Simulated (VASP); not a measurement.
# K (Pmmm) in VASP: single point with r2SCAN

Aim: the single point of K with r2SCAN.

All numbers are computed with VASP 6.6.1; they aren't measurements. Logs are shortened: lines on timing, memory, paths and dates and some standing lists are left out, and cuts for length are marked.

## (1) The cell of the first run

It takes space group Pmmm (No. 47, orthorhombic). Conventional cell: a = 3.836 Å, b = 4.073 Å, c = 4.310 Å, α = 90.00°, β = 90.00°, γ = 90.00°. K (site symmetry mmm) has 6 K at 3.84 to 4.31 Å within 5.0 Å.

## (2) Single point, r2SCAN (normal strain along x -0.1100, normal strain along z -0.0550)

POSCAR reads:

```
K
1.0
    3.8362911461      0.0000000000      0.0000000000
    0.0000000000      4.3104394900      0.0000000000
    0.0000000000      0.0000000000      4.0733653181
K
1
Direct
    0.0000000000      0.0000000000      0.0000000000
```

INCAR.step1 reads:

```
SYSTEM = K
PREC = Accurate ; ENCUT = 520
ISMEAR = 0 ; SIGMA = 0.15
LREAL = .FALSE. ; LASPH = .TRUE.
NELM = 60 ; NBANDS = 10
GGA = PE ; ALGO = Normal
EDIFF = 1E-4 ; LWAVE = .TRUE.
LCHARG = .FALSE.
```

INCAR.step2 reads:

```
SYSTEM = K
PREC = Accurate ; ENCUT = 520
EDIFF = 1E-6 ; ISMEAR = 0
SIGMA = 0.15 ; LREAL = .FALSE.
LASPH = .TRUE. ; NELM = 60
ALGO = Normal ; ISIF = 2
LWAVE = .FALSE. ; LCHARG = .FALSE.
METAGGA = R2SCAN ; LMIXTAU = .TRUE.
NBANDS = 10 ; ISTART = 1
```

KPOINTS reads:

```
Automatic mesh
0
G
  10 10 10
  0 0 0
```

Potentials or basis: VASP PAW PBE potentials, release 64 (K_sv).

On the command line:

```
$ cat potpaw_PBE.64/K_sv/POTCAR > POTCAR
$ cp INCAR.step1 INCAR
$ mpirun -np 1 vasp_std > vasp.out
$ cp INCAR.step2 INCAR
$ mpirun -np 1 vasp_std > vasp.out
```

OUTCAR:

```text
SYSTEM = K
   PREC = Accurate
   ENCUT = 520
   EDIFF = 1E-6
   ISMEAR = 0
   LREAL = .FALSE.
   LASPH = .TRUE.
   NELM = 60
   ISIF = 2
   METAGGA = R2SCAN
   ISTART = 1

 ion  position               nearest neighbor table
   1  0.000  0.000  0.000-

  LATTYP: Found a simple orthorhombic cell.
 ALAT       =     3.8362911461
 B/A-ratio  =     1.0617977528
 C/A-ratio  =     1.1235955056

  Lattice vectors:

 A1 = (  -3.8362911461,   0.0000000000,   0.0000000000)
 A2 = (   0.0000000000,   0.0000000000,   4.0733653181)
 A3 = (   0.0000000000,   4.3104394900,   0.0000000000)

Analysis of symmetry for initial positions (statically):
=====================================================================
 Subroutine PRICEL returns:
 Original cell was already a primitive cell.

 Routine SETGRP: Setting up the symmetry group for a
 simple orthorhombic supercell.

 Subroutine GETGRP returns: Found  8 space group operations
 (whereof  8 operations were pure point group operations)
 out of a pool of  8 trial point group operations.

The static configuration has the point symmetry D_2h.

Analysis of symmetry for dynamics (positions and initial velocities):
=====================================================================
 Subroutine PRICEL returns:
 Original cell was already a primitive cell.

 Routine SETGRP: Setting up the symmetry group for a
 simple orthorhombic supercell.

 Subroutine GETGRP returns: Found  8 space group operations
 (whereof  8 operations were pure point group operations)
 out of a pool of  8 trial point group operations.

The dynamic configuration has the point symmetry D_2h.

 Subroutine INISYM returns: Found  8 space group operations
 (whereof  8 operations are pure point group operations),
 and found     1 'primitive' translations

----------------------------------------------------------------------------------------

                                     Primitive cell

  volume of cell :      67.3576

  direct lattice vectors                    reciprocal lattice vectors
     3.836291146  0.000000000  0.000000000     0.260668433  0.000000000  0.000000000
     0.000000000  4.310439490  0.000000000     0.000000000  0.231994905  0.000000000
     0.000000000  0.000000000  4.073365318     0.000000000  0.000000000  0.245497254

  length of vectors
     3.836291146  4.310439490  4.073365318     0.260668433  0.231994905  0.245497254

  position of ions in fractional coordinates (direct lattice)
     0.000000000  0.000000000  0.000000000

  ion indices of the primitive-cell ions
   primitive index   ion index
                 1           1

----------------------------------------------------------------------------------------

 KPOINTS: Automatic mesh

Automatic generation of k-mesh.
 Grid dimensions read from file:
 generate k-points for:   10   10   10

 Generating k-lattice:

  Cartesian coordinates                     Fractional coordinates (reciprocal lattice)
     0.026066843  0.000000000  0.000000000     0.100000000  0.000000000  0.000000000
     0.000000000  0.023199491  0.000000000     0.000000000  0.100000000  0.000000000
     0.000000000  0.000000000  0.024549725     0.000000000  0.000000000  0.100000000

  Length of vectors
     0.026066843  0.023199491  0.024549725

  Shift w.r.t. Gamma in fractional coordinates (k-lattice)
     0.000000000  0.000000000  0.000000000

 Subroutine IBZKPT returns following result:
 ===========================================

 Found    216 irreducible k-points:

 Following reciprocal coordinates:
            Coordinates               Weight
  0.000000  0.000000  0.000000      1.000000
  0.100000  0.000000  0.000000      2.000000
  0.200000  0.000000  0.000000      2.000000
  0.300000  0.000000  0.000000      2.000000
  0.400000  0.000000  0.000000      2.000000
  0.500000  0.000000  0.000000      1.000000
[... 16 lines left out ...]
  0.400000  0.300000  0.000000      4.000000
  0.500000  0.300000  0.000000      2.000000
 [... further k-points ...]
   k-points           NKPTS =    216   k-points in BZ     NKDIM =    216   number of bands    NBANDS=     10
   number of dos      NEDOS =    301   number of ions     NIONS =      1
   total plane-waves  NPLWV =  28800
   dimension x,y,z NGX =    30 NGY =   32 NGZ =   30
   dimension x,y,z NGXF=    60 NGYF=   64 NGZF=   60
   ions per type =               1
   NGX,Y,Z   is equivalent  to a cutoff of  13.00, 12.34, 12.24 a.u.
   NGXF,Y,Z  is equivalent  to a cutoff of  26.00, 24.68, 24.49 a.u.
 SYSTEM =  K
   PREC   = accura    normal or accurate (medium, high low for compatibility)
   ISTART =      1    job   : 0-new  1-cont  2-samecut
   ICHARG =      0    charge: 1-file 2-atom 10-const
   ISPIN  =      1    spin polarized calculation?
   LNONCOLLINEAR =      F non collinear calculations
   LSORBIT =      F    spin-orbit coupling
   LASPH  =      T    aspherical Exc in radial PAW
   ENCUT  =  520.0 eV  38.22 Ry    6.18 a.u.   7.13  8.01  7.57*2*pi/ulx,y,z
   NELM   =     60;   NELMIN=  2; NELMDL=  0     # of ELM steps
   EDIFF  = 0.1E-05   stopping-criterion for ELM
   LREAL  =      F    real-space projection
   EDIFFG = 0.1E-04   stopping-criterion for IOM
   NSW    =      0    number of steps for IOM
   IBRION =     -1    ionic relax: 0-MD 1-quasi-New 2-CG
   NFREE  =      0    steps in history (QN), initial steepest desc. (CG)
   ISIF   =      2    stress and relaxation
   ISYM   =      2    0-nonsym 1-usesym 2-fastsym
   POTIM  = 0.5000    time-step for ionic-motion
   TEBEG  =    0.0;   TEEND  =   0.0 temperature during run
   PSTRESS=    0.0 pullay stress
   NELECT =       9.0000    total number of electrons
   NUPDOWN=      -1.0000    fix difference up-down
   EMIN   =  10.00;   EMAX   =-10.00  energy-range for DOS
   EFERMI =   0.00;   METHOD = LEGACY
   ISMEAR =     0;   SIGMA  =   0.15  broadening in eV -4-tet -1-fermi 0-gaus
   EFERMI_NEDOS =   21; number of points for ismear=-14 and -15
   IALGO  =     38    algorithm
   IMIX   =      4    mixing-type and parameters
     AMIX     =   0.40;   BMIX     =  1.00
     AMIX_MAG =   1.60;   BMIX_MAG =  1.00
  volume/ion in A,a.u.               =      67.36       454.55
  Fermi-wavevector in a.u.,A,eV,Ry     =   0.836938  1.581584  9.530418  0.700466
  Thomas-Fermi vector in A             =   1.950746
   LORBIT       =      0    0 simple, 1 ext, 2 COOP (PROOUT), +10 PAW based schemes
   METAGGA = R2SCAN    functional components
   LHFCALC =     F    Hartree Fock is set to
   AEXX    =    0.0000 exact exchange contribution
   IVDW    =     0    specifies the selected vdW correction
   LEPSILON=     F    determine dielectric tensor
   LRPA    =     F    only Hartree local field effects (RPA)
 non-spin polarized calculation
 Gauss-broadening in eV      SIGMA  =   0.15
  energy-cutoff  :      520.00
  volume of cell :       67.36
 maximum number of plane-waves:      1844
 NGX is ok and might be reduce to    30
   NGX = 15   NGY = 17   NGZ = 15

 number of electron       9.0000002 magnetization

 Free energy of the ion-electron system (eV)
  ---------------------------------------------------
  ext. energy  EPLUGINS =         0.00000000
  ---------------------------------------------------
  free energy    TOTEN  =        -5.86605147 eV

  energy without entropy =       -5.85807607  energy(sigma->0) =       -5.86206377

 E-fermi :   0.1828     XC(G=0):  -6.1180

 val. band max:        0.1789644296   @ k =   0.1000   0.4000   0.3000
 cond. band min:       0.1858264321   @ k =   0.1000   0.5000   0.0000
 fundamental gap:      0.0068620025
 Fermi energy:         0.1828497299

 k-point     1 :       0.0000    0.0000    0.0000
  band No.  band energies     occupation
      1     -33.7158      2.00000
      2     -16.3618      2.00000
      3     -16.3572      2.00000
      4     -16.3413      2.00000
      5      -2.2311      2.00000
      6       3.1820      0.00000
      7       3.4925      0.00000
      8       6.7861      0.00000
      9       6.9624      0.00000
     10       7.2297      0.00000

 k-point     2 :       0.1000    0.0000    0.0000
  band No.  band energies     occupation
      1     -33.7142      2.00000
      2     -16.3642      2.00000
      3     -16.3596      2.00000
      4     -16.3551      2.00000
      5      -2.1040      2.00000
      6       3.2545      0.00000
      7       3.4968      0.00000
      8       6.2955      0.00000
      9       6.8397      0.00000
     10       6.9871      0.00000

 k-point     3 :       0.2000    0.0000    0.0000
  band No.  band energies     occupation
      1     -33.7099      2.00000
      2     -16.4236      2.00000
      3     -16.3536      2.00000
      4     -16.3494      2.00000
      5      -1.7313      2.00000
      6       3.2891      0.00000
      7       3.5068      0.00000
      8       5.7136      0.00000
      9       6.2135      0.00000
     10       7.0537      0.00000

 k-point     4 :       0.3000    0.0000    0.0000
  band No.  band energies     occupation
      1     -33.7045      2.00000
      2     -16.4958      2.00000
      3     -16.3461      2.00000
      4     -16.3424      2.00000
      5      -1.1349      2.00000
      6       2.6534      0.00000
      7       3.8035      0.00000
      8       5.2498      0.00000
      9       5.7211      0.00000
     10       7.1392      0.00000
[... 222 lines left out ...]
 k-point    22 :       0.3000    0.3000    0.0000
  band No.  band energies     occupation
      1     -33.7019      2.00000
      2     -16.4889      2.00000
      3     -16.3991      2.00000
      4     -16.3382      2.00000
      5      -0.3633      2.00000
      6       2.5078      0.00000
      7       3.2314      0.00000
      8       4.7238      0.00000
      9       5.8920      0.00000
     10       6.3425      0.00000

 k-point    23 :       0.4000    0.3000    0.0000
  band No.  band energies     occupation
      1     -33.6976      2.00000
      2     -16.5453      2.00000
      3     -16.3916      2.00000
      4     -16.3326      2.00000
      5       0.3251      0.17988
      6       2.2298      0.00000
      7       3.1205      0.00000
      8       4.3734      0.00000
      9       5.6341      0.00000
     10       6.4340      0.00000

 k-point    24 :       0.5000    0.3000    0.0000
  band No.  band energies     occupation
      1     -33.6960      2.00000
      2     -16.5667      2.00000
      3     -16.3888      2.00000
      4     -16.3305      2.00000
      5       0.8914      0.00000
      6       1.5989      0.00000
      7       3.4542      0.00000
      8       4.0582      0.00000
      9       5.5318      0.00000
     10       6.4895      0.00000

 [... further k-points ...]
[... 5 lines left out ...]
  --------------------------------------------------------------------------------------
  -------------------------------------------------------------------------------------
  Total        0.6369917     -0.0658467      0.2462460      0.0000000      0.0000000      0.0000000
  in kB       15.1515775     -1.5662386      5.8572439      0.0000000      0.0000000      0.0000000
  external PRESSURE =       6.4808610 kB  Pullay stress =       0.0000000 kB

 VOLUME and BASIS-vectors are now :
 -----------------------------------------------------------------------------
  energy-cutoff  :      520.00
  volume of cell :       67.36
      direct lattice vectors                 reciprocal lattice vectors
     3.836291146  0.000000000  0.000000000     0.260668433  0.000000000  0.000000000
     0.000000000  4.310439490  0.000000000     0.000000000  0.231994905  0.000000000
     0.000000000  0.000000000  4.073365318     0.000000000  0.000000000  0.245497254

 POSITION                                       TOTAL-FORCE (eV/Angst)
 -----------------------------------------------------------------------------------
      0.00000      0.00000      0.00000         0.000000      0.000000      0.000000
 -----------------------------------------------------------------------------------
    total drift:                                0.000000      0.000000     -0.000000

  FREE ENERGIE OF THE ION-ELECTRON SYSTEM (eV)
  ---------------------------------------------------
  free  energy   TOTEN  =        -5.8660514737 eV

  energy  without entropy=       -5.8580760651  energy(sigma->0) =       -5.86206377
```

Run time: 6.4 min. Hardware: 1 thread of Intel Xeon 6975P-C, shared host; peak memory 0.27 GiB.

What came out:

```
Free energy : -5.8661 eV
Pressure    : 0.6 GPa
```

Caveat: the cell differs from its parent crystal (normal strain along x -0.1100, normal strain along z -0.0550); the PAW data sets were made with another functional, which shifts forces and pressure a little.
